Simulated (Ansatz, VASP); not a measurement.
Ag in VASP and in Ansatz

INCAR

```
PREC = Accurate
ENCUT = 520
EDIFF = 1E-6
ISMEAR = -1
SIGMA = 0.1
LREAL = F
LASPH = T
NELM = 60
ALGO = Normal
ISIF = 2
LWAVE = F
LCHARG = F
GGA = PE
NBANDS = 12
```

KPOINTS

```
Automatic mesh
0
Gamma
  16 16 16
```

POSCAR

```
Ag
1.0
    0.0000000000      1.9570269915      1.9570269915
    1.9570269915      0.0000000000      1.9570269915
    1.9570269915      1.9570269915      0.0000000000
Ag
1
Direct
    0.0000000000      0.0000000000      0.0000000000
```

Input for Ansatz:

```yaml
crystal:
  lattice:
    - [0.0, 1.9570269915, 1.9570269915]
    - [1.9570269915, 0.0, 1.9570269915]
    - [1.9570269915, 1.9570269915, 0.0]
  atoms:
    - { symbol: Ag, position: [0.0, 0.0, 0.0] }
kpoints:
  mp_grid: { grid: [16, 16, 16] }
scf:
  occupations: { method: fermi_dirac, width: 0.1 }
hamiltonian:
  xc: pbe
  pseudopotentials: { kind: all_electron, lapw: { basis_error: 0.001 } }
output:
  forces: true
  stress: true
  eigenvalues: true
  populations: true
```

Change from the starting cell: volume scaled by 0.84, LAPW.

Alike in both runs: task single point; functional PBE; k mesh 16 × 16 × 16; occupations fermi-dirac, width 0.1 eV; no spin polarisation.

```csv
,VASP,Ansatz
version,VASP 6.6.1,Ansatz 0.2.0
potentials or method,"VASP PAW PBE potentials, release 64 (Ag), cutoff 520 eV","all-electron LAPW, scalar-relativistic"
```

|  | VASP | Ansatz | Ansatz less VASP |
| --- | --- | --- | --- |
| pressure (GPa) | 25.9 | 26.2 | +0.34 |

Ansatz ran all-electron here, and VASP with PAW potentials.
